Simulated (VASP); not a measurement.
# Cu in VASP: notebook

The runs below take Cu through single point, with PBE.

Everything below comes from runs of VASP 6.6.1. Logs are shortened: lines on timing, memory, paths and dates and some standing lists are left out, and cuts for length are marked.

### 1 The cell of the first run

The cell holds a slab with vacuum, 3 atoms: a = 2.566 Å, b = 3.630 Å, c = 13.435 Å, α = 90.00°, β = 90.00°, γ = 90.00°.

### 2 Single point, PBE

INCAR reads:

```
SYSTEM = Cu
ALGO     = Normal         ! electronic algorithm
DIPOL    = 0.5 0.5 0.500
EDIFF    = 1E-6           ! SCF threshold, eV
ENCUT    = 520            ! plane-wave cutoff, eV
GGA      = PE             ! functional
IDIPOL   = 3            
ISIF     = 2              ! what is computed and relaxed
ISMEAR   = -1             ! smearing method
LASPH    = .True.         ! aspherical terms in the spheres
LCHARG   = .False.        ! write CHGCAR
LDIPOL   = .True.       
LREAL    = .False.        ! projectors in reciprocal space
LWAVE    = .False.        ! write WAVECAR
NBANDS   = 24             ! bands
NELM     = 80             ! most SCF steps
PREC     = Accurate       ! precision mode
SIGMA    = 0.05           ! smearing width, eV
```

KPOINTS reads:

```
k-points
0
Gamma
  16 11 1
  0 0 0
```

POSCAR reads:

```
Cu
1.0
    2.5664536728      0.0000000000      0.0000000000
    0.0000000000      3.6295135912      0.0000000000
    0.0000000000      0.0000000000     13.4352000000
Cu
3
Direct
    0.0000000000      0.0000000000      0.4093725679
    0.5000000000      0.5000000000      0.4999999898
    0.0000000000      0.0000000000      0.5906274321
```

Potentials or basis: VASP PAW PBE potentials, release 64 (Cu).

Started as:

```sh
> cat potpaw_PBE.64/Cu/POTCAR > POTCAR
> mpirun -np 1 vasp_std > vasp.out
```

OUTCAR:

```text
SYSTEM = Cu
   EDIFF = 1E-6
   ENCUT = 520
   GGA = PE
   ISIF = 2
   ISMEAR = -1
   LASPH = .True.
   LREAL = .False.
   NELM = 80
   PREC = Accurate

 ion  position               nearest neighbor table
   1  0.000  0.000  0.409-   3 2.44   2 2.53   2 2.53   2 2.53   2 2.53
   2  0.500  0.500  0.500-   1 2.53   1 2.53   1 2.53   1 2.53   3 2.53   3 2.53   3 2.53   3 2.53

   3  0.000  0.000  0.591-   1 2.44   2 2.53   2 2.53   2 2.53   2 2.53

  LATTYP: Found a simple orthorhombic cell.
 ALAT       =     2.5664536728
 B/A-ratio  =     1.4142135623
 C/A-ratio  =     5.2349279250

  Lattice vectors:

 A1 = (   2.5664536728,   0.0000000000,   0.0000000000)
 A2 = (   0.0000000000,   3.6295135912,   0.0000000000)
 A3 = (   0.0000000000,   0.0000000000,  13.4352000000)

Analysis of symmetry for initial positions (statically):
=====================================================================
 Subroutine PRICEL returns:
 Original cell was already a primitive cell.

 Routine SETGRP: Setting up the symmetry group for a
 simple orthorhombic supercell.

 Subroutine GETGRP returns: Found  8 space group operations
 (whereof  8 operations were pure point group operations)
 out of a pool of  8 trial point group operations.

The static configuration has the point symmetry D_2h.

Analysis of symmetry for dynamics (positions and initial velocities):
=====================================================================
 Subroutine PRICEL returns:
 Original cell was already a primitive cell.

 Routine SETGRP: Setting up the symmetry group for a
 simple orthorhombic supercell.

 Subroutine GETGRP returns: Found  8 space group operations
 (whereof  8 operations were pure point group operations)
 out of a pool of  8 trial point group operations.

The dynamic configuration has the point symmetry D_2h.

 Subroutine INISYM returns: Found  8 space group operations
 (whereof  8 operations are pure point group operations),
 and found     1 'primitive' translations

----------------------------------------------------------------------------------------

                                     Primitive cell

  volume of cell :     125.1486

  direct lattice vectors                    reciprocal lattice vectors
     2.566453673  0.000000000  0.000000000     0.389642724  0.000000000  0.000000000
     0.000000000  3.629513591  0.000000000     0.000000000  0.275519012  0.000000000
     0.000000000  0.000000000 13.435200000     0.000000000  0.000000000  0.074431345

  length of vectors
     2.566453673  3.629513591 13.435200000     0.389642724  0.275519012  0.074431345

  position of ions in fractional coordinates (direct lattice)
     0.000000000  0.000000000  0.409372568
     0.500000000  0.500000000  0.499999990
     0.000000000  0.000000000  0.590627432

  ion indices of the primitive-cell ions
   primitive index   ion index
                 1           1
                 2           2
                 3           3

----------------------------------------------------------------------------------------

 KPOINTS: k-points

Automatic generation of k-mesh.
 Grid dimensions read from file:
 generate k-points for:   16   11    1

 Generating k-lattice:

  Cartesian coordinates                     Fractional coordinates (reciprocal lattice)
     0.024352670  0.000000000  0.000000000     0.062500000  0.000000000  0.000000000
     0.000000000  0.025047183  0.000000000     0.000000000  0.090909091  0.000000000
     0.000000000  0.000000000  0.074431345     0.000000000  0.000000000  1.000000000

  Length of vectors
     0.024352670  0.025047183  0.074431345

  Shift w.r.t. Gamma in fractional coordinates (k-lattice)
     0.000000000  0.000000000  0.000000000

 Subroutine IBZKPT returns following result:
 ===========================================

 Found     54 irreducible k-points:

 Following reciprocal coordinates:
            Coordinates               Weight
  0.000000  0.000000  0.000000      1.000000
  0.062500  0.000000  0.000000      2.000000
  0.125000  0.000000  0.000000      2.000000
  0.187500  0.000000  0.000000      2.000000
  0.250000  0.000000  0.000000      2.000000
  0.312500  0.000000  0.000000      2.000000
[... 16 lines left out ...]
  0.250000  0.181818  0.000000      4.000000
  0.312500  0.181818  0.000000      4.000000
 [... further k-points ...]
   k-points           NKPTS =     54   k-points in BZ     NKDIM =     54   number of bands    NBANDS=     24
   number of dos      NEDOS =    301   number of ions     NIONS =      3
   total plane-waves  NPLWV =  56000
   dimension x,y,z NGX =    20 NGY =   28 NGZ =  100
   dimension x,y,z NGXF=    40 NGYF=   56 NGZF=  200
   ions per type =               3
   NGX,Y,Z   is equivalent  to a cutoff of  12.96, 12.83, 12.37 a.u.
   NGXF,Y,Z  is equivalent  to a cutoff of  25.91, 25.65, 24.75 a.u.
 SYSTEM =  Cu
   PREC   = accura    normal or accurate (medium, high low for compatibility)
   ISTART =      0    job   : 0-new  1-cont  2-samecut
   ICHARG =      2    charge: 1-file 2-atom 10-const
   ISPIN  =      1    spin polarized calculation?
   LNONCOLLINEAR =      F non collinear calculations
   LSORBIT =      F    spin-orbit coupling
   LASPH  =      T    aspherical Exc in radial PAW
   ENCUT  =  520.0 eV  38.22 Ry    6.18 a.u.   4.77  6.75 24.98*2*pi/ulx,y,z
   NELM   =     80;   NELMIN=  2; NELMDL= -5     # of ELM steps
   EDIFF  = 0.1E-05   stopping-criterion for ELM
   LREAL  =      F    real-space projection
   EDIFFG = 0.1E-04   stopping-criterion for IOM
   NSW    =      0    number of steps for IOM
   IBRION =     -1    ionic relax: 0-MD 1-quasi-New 2-CG
   NFREE  =      0    steps in history (QN), initial steepest desc. (CG)
   ISIF   =      2    stress and relaxation
   ISYM   =      2    0-nonsym 1-usesym 2-fastsym
   POTIM  = 0.5000    time-step for ionic-motion
   TEBEG  =    0.0;   TEEND  =   0.0 temperature during run
   PSTRESS=    0.0 pullay stress
   NELECT =      33.0000    total number of electrons
   NUPDOWN=      -1.0000    fix difference up-down
   EMIN   =  10.00;   EMAX   =-10.00  energy-range for DOS
   EFERMI =   0.00;   METHOD = LEGACY
   ISMEAR =    -1;   SIGMA  =   0.05  broadening in eV -4-tet -1-fermi 0-gaus
   EFERMI_NEDOS =   21; number of points for ismear=-14 and -15
   IALGO  =     38    algorithm
   IMIX   =      4    mixing-type and parameters
     AMIX     =   0.40;   BMIX     =  1.00
     AMIX_MAG =   1.60;   BMIX_MAG =  1.00
  volume/ion in A,a.u.               =      41.72       281.51
  Fermi-wavevector in a.u.,A,eV,Ry     =   1.049794  1.983823 14.994542  1.102068
  Thomas-Fermi vector in A             =   2.184771
   LORBIT       =      0    0 simple, 1 ext, 2 COOP (PROOUT), +10 PAW based schemes
   GGA     = PE    functional components
   LHFCALC =     F    Hartree Fock is set to
   AEXX    =    0.0000 exact exchange contribution
   IVDW    =     0    specifies the selected vdW correction
   LEPSILON=     F    determine dielectric tensor
   LRPA    =     F    only Hartree local field effects (RPA)
 non-spin polarized calculation
  energy-cutoff  :      520.00
  volume of cell :      125.15
 maximum number of plane-waves:      3388
 NGX is ok and might be reduce to    20
   NGX =  9   NGY = 13   NGZ = 49

 number of electron      32.9999982 magnetization

 dipolmoment           0.000000      0.000000      0.000001 electrons x Angstroem

 Free energy of the ion-electron system (eV)
  ---------------------------------------------------
  ext. energy  EPLUGINS =         0.00000000
  ---------------------------------------------------
  free energy    TOTEN  =        -9.41276332 eV

  energy without entropy =       -9.40753495  energy(sigma->0) =       -9.41014914

 E-fermi :  -0.9684     XC(G=0):  -5.0290

 val. band max:       -1.0112147218   @ k =   0.3125   0.0909   0.0000
 cond. band min:      -0.8551592174   @ k =   0.0625   0.4545   0.0000
 fundamental gap:      0.1560555044
 Fermi energy:        -0.9684431963

 k-point     1 :       0.0000    0.0000    0.0000
  band No.  band energies     occupation
      1      -8.5331      2.00000
      2      -5.0631      2.00000
      3      -4.9939      2.00000
      4      -4.5024      2.00000
      5      -3.9185      2.00000
      6      -3.7198      2.00000
[... 16 lines left out ...]
     23       6.7931      0.00000
     24       7.2921      0.00000

 k-point     2 :       0.0625    0.0000    0.0000
  band No.  band energies     occupation
      1      -8.4412      2.00000
      2      -5.0199      2.00000
      3      -4.9193      2.00000
      4      -4.4794      2.00000
      5      -3.9381      2.00000
      6      -3.8445      2.00000
[... 16 lines left out ...]
     23       6.8737      0.00000
     24       7.3401      0.00000

 k-point     3 :       0.1250    0.0000    0.0000
  band No.  band energies     occupation
      1      -8.1696      2.00000
      2      -4.9034      2.00000
      3      -4.7239      2.00000
      4      -4.4086      2.00000
      5      -4.0463      2.00000
      6      -3.9971      2.00000
[... 16 lines left out ...]
     23       7.1026      0.00000
     24       7.4945      0.00000
[... 514 lines left out ...]
 k-point    23 :       0.2500    0.1818    0.0000
  band No.  band energies     occupation
      1      -6.8344      2.00000
      2      -4.5336      2.00000
      3      -4.4948      2.00000
      4      -4.4381      2.00000
      5      -4.1049      2.00000
      6      -4.0810      2.00000
[... 16 lines left out ...]
     23       6.8270      0.00000
     24       8.3025      0.00000

 k-point    24 :       0.3125    0.1818    0.0000
  band No.  band energies     occupation
      1      -6.2339      2.00000
      2      -4.6832      2.00000
      3      -4.4519      2.00000
      4      -4.3756      2.00000
      5      -4.2457      2.00000
      6      -3.9966      2.00000
[... 16 lines left out ...]
     23       6.7549      0.00000
     24       7.9662      0.00000

 [... further k-points ...]

------------------------ aborting loop because EDIFF is reached ----------------------------------------

 vacuum level on the upper side and lower side of the slab       (xc-potential included)        -0.250        -0.250

  FORCE on cell =-STRESS in cart. coord.  units (eV):
  Direction    XX          YY          ZZ          XY          YZ          ZX
  --------------------------------------------------------------------------------------
  -------------------------------------------------------------------------------------
  Total       -1.6610605     -1.6297827      0.0476007      0.0000000      0.0000000      0.0000000
  in kB      -21.2652283    -20.8648036      0.6093931      0.0000000      0.0000000      0.0000000
  external PRESSURE =     -13.8402129 kB  Pullay stress =       0.0000000 kB

 VOLUME and BASIS-vectors are now :
 -----------------------------------------------------------------------------
  energy-cutoff  :      520.00
  volume of cell :      125.15
      direct lattice vectors                 reciprocal lattice vectors
     2.566453673  0.000000000  0.000000000     0.389642724  0.000000000  0.000000000
     0.000000000  3.629513591  0.000000000     0.000000000  0.275519012  0.000000000
     0.000000000  0.000000000 13.435200000     0.000000000  0.000000000  0.074431345

 POSITION                                       TOTAL-FORCE (eV/Angst)
 -----------------------------------------------------------------------------------
      0.00000      0.00000      5.50000        -0.000000      0.000000     -0.024550
      1.28323      1.81476      6.71760         0.000000      0.000000      0.000000
      0.00000      0.00000      7.93520         0.000000      0.000000      0.024550
 -----------------------------------------------------------------------------------
    total drift:                               -0.000000      0.000000      0.000115

  FREE ENERGIE OF THE ION-ELECTRON SYSTEM (eV)
  ---------------------------------------------------
  free  energy   TOTEN  =        -9.4127633217 eV

  energy  without entropy=       -9.4075349490  energy(sigma->0) =       -9.41014914

 vacuum level on the upper side and lower side of the slab         3.235         3.235
```

It took 2.5 min on 1 thread of Intel Xeon Platinum 8488C (Sapphire Rapids), shared host; peak memory 0.29 GiB.

What came out:

```
Free energy            : -9.4128 eV
Largest force          : 0.025 eV/Å
Band gap on the k mesh : zero (an odd number of electrons rules out a gap without spin polarisation)
```

Forces on the atoms (eV/Å):
```
Cu   0.000  0.000 -0.025
Cu   0.000  0.000  0.000
Cu   0.000  0.000  0.025
```

[end of part 1 of 2]
